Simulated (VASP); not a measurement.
Runs of VASP 6.6.1 on As2Pt. The structure is that of space group Pa-3 (No. 205), or close to it. The cells are those of the table. 

```tsv
level	potentials or basis	cell	cutoff (eV)	smearing	gap on the mesh (eV)	pressure (GPa)	largest force (eV/Å)
r2SCAN	VASP PAW PBE potentials, release 64 (As, Pt)	a = 6.009 Å, 12 atoms	550	fermi-dirac 0.02 eV	(b)	0.0	0.01
PBEsol	VASP PAW PBE potentials, release 64 (As, Pt)	a = 5.981 Å, 12 atoms	500	fermi-dirac 0.02 eV	0.47	(a)	0.04
PBE	VASP PAW PBE potentials, release 64 (As, Pt)	a = 6.058 Å, 12 atoms	500	fermi-dirac 0.02 eV	0.33	0.0	0.03
LDA	VASP PAW LDA potentials, release 64 (As, Pt)	a = 6.009 Å, 12 atoms	500	gaussian 0.01 eV	0.39	-4.4	0.17
```

Alike in all rows: no spin polarisation; k mesh 4 × 4 × 4.

Task: Fill in the values left out.

Result: (a) 0.2; (b) 0.65.

Caveats: spin-orbit coupling is left out, which moves the levels of the heavy elements; the PAW data sets were made with another functional, which shifts forces and pressure a little (at least some runs); the cell stands under tension (at least some runs).

A k mesh can miss the band edges, and the runs leave out spin-orbit coupling on As, Pt.
